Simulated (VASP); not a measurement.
# Ta2N (C2/m) in VASP: notebook, part 2 of 2

VASP 6.6.1. The steps go on from the part before.

### 3 Single point, PBEsol (atoms displaced along a vibrational mode)

INCAR reads:

```
SYSTEM = Ta2N
  ALGO = Normal
  EDIFF = 1E-6
  ENCUT = 520
  GGA = PS
  ISIF = 2
  ISMEAR = 0
  LASPH = .True.
  LCHARG = .True.
  LELF = .True.
  LREAL = .False.
  LVHAR = .True.
  LWAVE = .False.
  NBANDS = 20
  NELM = 100
  PREC = Accurate
  SIGMA = 0.15
```

KPOINTS reads:

```
k-points
0
Gamma
  18 18 10
  0 0 0
```

POSCAR reads:

```
Ta2N
1.0
    3.0786153869      0.0000000000      0.0000000000
   -1.5393076935      2.6661591336      0.0000000000
    0.0000000000      0.0000000000      4.8232571780
Ta N
2 1
Direct
    0.6572898820      0.3145797641      0.7462554481
    0.3427101180      0.6854202359      0.2537445519
    0.0000000000      0.0000000000      0.0000000000
```

Potentials or basis: VASP PAW PBE potentials, release 64 (Ta_pv, N).

On the command line:

```sh
$ cat potpaw_PBE.64/Ta_pv/POTCAR potpaw_PBE.64/N/POTCAR > POTCAR
$ mpirun -np 1 vasp_std > vasp.out
```

OUTCAR:

```text
SYSTEM = Ta2N
   EDIFF = 1E-6
   ENCUT = 520
   GGA = PS
   ISIF = 2
   ISMEAR = 0
   LASPH = .True.
   LREAL = .False.
   NELM = 100
   PREC = Accurate

 ion  position               nearest neighbor table
   1  0.657  0.315  0.746-   3 2.14   3 2.14   3 2.20   2 2.91   2 2.97   2 3.00   2 3.00   2 3.06
                             2 3.06
   2  0.343  0.685  0.254-   3 2.14   3 2.14   3 2.20   1 2.91   1 2.97   1 3.00   1 3.00   1 3.06
                             1 3.06
   3  0.000  0.000  0.000-   1 2.14   2 2.14   2 2.14   1 2.14   1 2.20   2 2.20

  LATTYP: Found a hexagonal cell.
 ALAT       =     3.0786153869
 C/A-ratio  =     1.5666968984

  Lattice vectors:

 A1 = (   3.0786153869,   0.0000000000,   0.0000000000)
 A2 = (  -1.5393076935,   2.6661591336,   0.0000000000)
 A3 = (   0.0000000000,   0.0000000000,   4.8232571780)

Analysis of symmetry for initial positions (statically):
=====================================================================
 Subroutine PRICEL returns:
 Original cell was already a primitive cell.

 Routine SETGRP: Setting up the symmetry group for a
 hexagonal supercell.

 Subroutine GETGRP returns: Found  4 space group operations
 (whereof  4 operations were pure point group operations)
 out of a pool of 24 trial point group operations.

The static configuration has the point symmetry C_2h.

Analysis of symmetry for dynamics (positions and initial velocities):
=====================================================================
 Subroutine PRICEL returns:
 Original cell was already a primitive cell.

 Routine SETGRP: Setting up the symmetry group for a
 hexagonal supercell.

 Subroutine GETGRP returns: Found  4 space group operations
 (whereof  4 operations were pure point group operations)
 out of a pool of 24 trial point group operations.

The dynamic configuration has the point symmetry C_2h.

 Subroutine INISYM returns: Found  4 space group operations
 (whereof  4 operations are pure point group operations),
 and found     1 'primitive' translations

----------------------------------------------------------------------------------------

                                     Primitive cell

  volume of cell :      39.5897

  direct lattice vectors                    reciprocal lattice vectors
     3.078615387  0.000000000  0.000000000     0.324821348  0.187535693  0.000000000
    -1.539307694  2.666159134  0.000000000     0.000000000  0.375071385  0.000000000
     0.000000000  0.000000000  4.823257178     0.000000000  0.000000000  0.207328775

  length of vectors
     3.078615387  3.078615387  4.823257178     0.375071385  0.375071385  0.207328775

  position of ions in fractional coordinates (direct lattice)
     0.657289882  0.314579764  0.746255448
     0.342710118  0.685420236  0.253744552
     0.000000000  0.000000000  0.000000000

  ion indices of the primitive-cell ions
   primitive index   ion index
                 1           1
                 2           2
                 3           3

----------------------------------------------------------------------------------------

 KPOINTS: k-points

Automatic generation of k-mesh.
 Grid dimensions read from file:
 generate k-points for:   18   18   10

 Generating k-lattice:

  Cartesian coordinates                     Fractional coordinates (reciprocal lattice)
     0.018045630  0.010418650  0.000000000     0.055555556  0.000000000  0.000000000
     0.000000000  0.020837299  0.000000000     0.000000000  0.055555556  0.000000000
     0.000000000  0.000000000  0.020732877     0.000000000  0.000000000  0.100000000

  Length of vectors
     0.020837299  0.020837299  0.020732877

  Shift w.r.t. Gamma in fractional coordinates (k-lattice)
     0.000000000  0.000000000  0.000000000

 Subroutine IBZKPT returns following result:
 ===========================================

 Found    866 irreducible k-points:

 Following reciprocal coordinates:
            Coordinates               Weight
  0.000000  0.000000  0.000000      1.000000
  0.055556  0.000000  0.000000      4.000000
  0.000000  0.055556  0.000000      2.000000
  0.111111  0.000000  0.000000      4.000000
  0.000000  0.111111  0.000000      2.000000
  0.166667  0.000000  0.000000      4.000000
[... 16 lines left out ...]
 -0.055556  0.166667  0.000000      4.000000
 -0.166667  0.111111  0.000000      4.000000
 [... further k-points ...]
   k-points           NKPTS =    866   k-points in BZ     NKDIM =    866   number of bands    NBANDS=     20
   number of dos      NEDOS =    301   number of ions     NIONS =      3
   total plane-waves  NPLWV =  20736
   dimension x,y,z NGX =    24 NGY =   24 NGZ =   36
   dimension x,y,z NGXF=    48 NGYF=   48 NGZF=   72
   ions per type =               2   1
   NGX,Y,Z   is equivalent  to a cutoff of  12.96, 12.96, 12.41 a.u.
   NGXF,Y,Z  is equivalent  to a cutoff of  25.92, 25.92, 24.82 a.u.
 SYSTEM =  Ta2N
   PREC   = accura    normal or accurate (medium, high low for compatibility)
   ISTART =      0    job   : 0-new  1-cont  2-samecut
   ICHARG =      2    charge: 1-file 2-atom 10-const
   ISPIN  =      1    spin polarized calculation?
   LNONCOLLINEAR =      F non collinear calculations
   LSORBIT =      F    spin-orbit coupling
   LASPH  =      T    aspherical Exc in radial PAW
   ENCUT  =  520.0 eV  38.22 Ry    6.18 a.u.   5.72  5.72  8.97*2*pi/ulx,y,z
   NELM   =    100;   NELMIN=  2; NELMDL= -5     # of ELM steps
   EDIFF  = 0.1E-05   stopping-criterion for ELM
   LREAL  =      F    real-space projection
   EDIFFG = 0.1E-04   stopping-criterion for IOM
   NSW    =      0    number of steps for IOM
   IBRION =     -1    ionic relax: 0-MD 1-quasi-New 2-CG
   NFREE  =      0    steps in history (QN), initial steepest desc. (CG)
   ISIF   =      2    stress and relaxation
   ISYM   =      2    0-nonsym 1-usesym 2-fastsym
   POTIM  = 0.5000    time-step for ionic-motion
   TEBEG  =    0.0;   TEEND  =   0.0 temperature during run
   PSTRESS=    0.0 pullay stress
   NELECT =      27.0000    total number of electrons
   NUPDOWN=      -1.0000    fix difference up-down
   EMIN   =  10.00;   EMAX   =-10.00  energy-range for DOS
   EFERMI =   0.00;   METHOD = LEGACY
   ISMEAR =     0;   SIGMA  =   0.15  broadening in eV -4-tet -1-fermi 0-gaus
   EFERMI_NEDOS =   21; number of points for ismear=-14 and -15
   IALGO  =     38    algorithm
   IMIX   =      4    mixing-type and parameters
     AMIX     =   0.40;   BMIX     =  1.00
     AMIX_MAG =   1.60;   BMIX_MAG =  1.00
  volume/ion in A,a.u.               =      13.20        89.05
  Fermi-wavevector in a.u.,A,eV,Ry     =   1.441016  2.723125 28.252863  2.076527
  Thomas-Fermi vector in A             =   2.559695
   LORBIT       =      0    0 simple, 1 ext, 2 COOP (PROOUT), +10 PAW based schemes
   GGA     = PS    functional components
   LHFCALC =     F    Hartree Fock is set to
   AEXX    =    0.0000 exact exchange contribution
   IVDW    =     0    specifies the selected vdW correction
   LEPSILON=     F    determine dielectric tensor
   LRPA    =     F    only Hartree local field effects (RPA)
 non-spin polarized calculation
 Gauss-broadening in eV      SIGMA  =   0.15
  energy-cutoff  :      520.00
  volume of cell :       39.59
 maximum number of plane-waves:      1086
   NGX = 11   NGY = 11   NGZ = 17

 number of electron      26.9999997 magnetization

 Free energy of the ion-electron system (eV)
  ---------------------------------------------------
  ext. energy  EPLUGINS =         0.00000000
  ---------------------------------------------------
  free energy    TOTEN  =       -36.48103009 eV

  energy without entropy =      -36.46834904  energy(sigma->0) =      -36.47468957

 E-fermi :   7.5741     XC(G=0): -13.1406

 val. band max:        7.5728356128   @ k =   0.0000   0.1111   0.0000
 cond. band min:       7.5792467541   @ k =   0.0000   0.1111   0.0000
 fundamental gap:      0.0064111413
 Fermi energy:         7.5740751899

 k-point     1 :       0.0000    0.0000    0.0000
  band No.  band energies     occupation
      1     -28.0497      2.00000
      2     -27.2444      2.00000
      3     -27.2144      2.00000
      4     -27.1157      2.00000
      5     -27.0717      2.00000
      6     -26.9643      2.00000
[... 12 lines left out ...]
     19       9.1122      0.00000
[... 513 lines left out ...]
      4     -27.2283      2.00000
      5     -27.0929      2.00000
      6     -26.9875      2.00000
[... 12 lines left out ...]
     19      10.7580      0.00000
     20      12.7811      0.00000

 [... further k-points ...]

------------------------ aborting loop because EDIFF is reached ----------------------------------------

  FORCE on cell =-STRESS in cart. coord.  units (eV):
  Direction    XX          YY          ZZ          XY          YZ          ZX
  --------------------------------------------------------------------------------------
  -------------------------------------------------------------------------------------
  Total        0.3146424      0.1457617      0.2716666     -0.0000000     -0.4804769      0.0000000
  in kB       12.7334459      5.8989124     10.9942338     -0.0000000    -19.4446977      0.0000000
  external PRESSURE =       9.8755307 kB  Pullay stress =       0.0000000 kB

 VOLUME and BASIS-vectors are now :
 -----------------------------------------------------------------------------
  energy-cutoff  :      520.00
  volume of cell :       39.59
      direct lattice vectors                 reciprocal lattice vectors
     3.078615387  0.000000000  0.000000000     0.324821348  0.187535693  0.000000000
    -1.539307694  2.666159134  0.000000000     0.000000000  0.375071385  0.000000000
     0.000000000  0.000000000  4.823257178     0.000000000  0.000000000  0.207328775

 POSITION                                       TOTAL-FORCE (eV/Angst)
 -----------------------------------------------------------------------------------
      1.53931      0.83872      3.59938        -0.000000      0.374851     -0.101250
      0.00000      1.82744      1.22388         0.000000     -0.374851      0.101250
      0.00000      0.00000      0.00000         0.000000      0.000000      0.000000
 -----------------------------------------------------------------------------------
    total drift:                                0.000000     -0.000000     -0.000000

  FREE ENERGIE OF THE ION-ELECTRON SYSTEM (eV)
  ---------------------------------------------------
  free  energy   TOTEN  =       -36.4810300931 eV

  energy  without entropy=      -36.4683490429  energy(sigma->0) =      -36.47468957
```

OSZICAR:

```text
N       E                     dE             d eps       ncg     rms          rms(c)
DAV:   1     0.212011714570E+03    0.21201E+03   -0.14998E+04 34656   0.139E+03
DAV:   2    -0.300931538335E+02   -0.24210E+03   -0.23581E+03 39156   0.399E+02
DAV:   3    -0.394451032343E+02   -0.93519E+01   -0.91742E+01 43548   0.712E+01
DAV:   4    -0.395700615701E+02   -0.12496E+00   -0.12421E+00 42572   0.775E+00
DAV:   5    -0.395714034639E+02   -0.13419E-02   -0.13408E-02 42572   0.659E-01    0.284E+01
DAV:   6    -0.368516370350E+02    0.27198E+01   -0.14199E+01 45212   0.241E+01    0.135E+01
DAV:   7    -0.365454491415E+02    0.30619E+00   -0.16068E+00 39356   0.816E+00    0.700E+00
DAV:   8    -0.364854592150E+02    0.59990E-01   -0.26059E-01 40856   0.392E+00    0.398E-01
DAV:   9    -0.364815755280E+02    0.38837E-02   -0.26766E-02 42888   0.104E+00    0.242E-01
DAV:  10    -0.364811514738E+02    0.42405E-03   -0.44453E-03 44144   0.530E-01    0.730E-02
DAV:  11    -0.364810438941E+02    0.10758E-03   -0.10033E-03 40660   0.187E-01    0.304E-02
DAV:  12    -0.364810303147E+02    0.13579E-04   -0.78107E-05 39812   0.626E-02    0.743E-03
DAV:  13    -0.364810304716E+02   -0.15685E-06   -0.11478E-05 42368   0.192E-02    0.395E-03
DAV:  14    -0.364810300931E+02    0.37842E-06   -0.16747E-06 27332   0.893E-03
   1 F= -.36481030E+02 E0= -.36474690E+02  d E =-.126811E-01
```

stdout:

```text
POSCAR found type information on POSCAR TaN
 POSCAR found :  2 types and       3 ions
 scaLAPACK will be used
 -----------------------------------------------------------------------------
|                                                                             |
|                                                                             |
|     You enforced a specific xc type in the INCAR file but a different       |
|     I HOPE YOU KNOW WHAT YOU ARE DOING!                                     |
|                                                                             |
 -----------------------------------------------------------------------------

 LDA part: xc-table for (Slater+PW92), standard interpolation
 POSCAR, INCAR and KPOINTS ok, starting setup
 FFT: planning ... GRIDC
 FFT: planning ... GRID_SOFT
 FFT: planning ... GRID
 WAVECAR not read
 entering main loop
```

Run time: 3 min. Hardware: 1 thread of Intel Xeon 6975P-C (Granite Rapids), shared host; peak memory 0.66 GiB.

Results:

```yaml
Free_energy: -36.4810 eV
Pressure: 1.0 GPa
Largest_force: 0.388 eV/Å
Band_gap_on_the_k_mesh: zero (an odd number of electrons rules out a gap without spin polarisation)
```

Forces in eV/Å, atoms in the order of the input:
```
Ta   0.000  0.375 -0.101
Ta   0.000 -0.375  0.101
N    0.000  0.000  0.000
```

Levels at points of the mesh, in eV from the Fermi level:
| k point | band 11 | band 12 | band 13 | band 14 | band 15 | band 16 |
| --- | --- | --- | --- | --- | --- | --- |
| (0.00, 0.00, 0.00) | -4.90 | -0.82 | -0.35 | -0.03 | 0.07 | 0.33 |
| (0.50, 0.00, 0.00) | -4.72 | -2.63 | -1.26 | 1.60 | 2.15 | 3.87 |
| (0.00, 0.50, 0.00) | -4.61 | -2.56 | -1.44 | 2.07 | 2.10 | 3.82 |
| (0.00, 0.00, 0.50) | -2.90 | -2.65 | -1.20 | -1.10 | 1.81 | 1.91 |
| (0.50, 0.00, 0.50) | -3.46 | -2.16 | -2.00 | -0.31 | 0.84 | 3.38 |
| (0.00, 0.50, 0.50) | -3.32 | -2.24 | -2.04 | 0.07 | 0.82 | 3.47 |

Caveat: the cell differs from its parent crystal (atoms displaced along a vibrational mode); the PAW data sets were made with another functional, which shifts forces and pressure a little; spin-orbit coupling is left out, which moves the levels of the heavy elements.
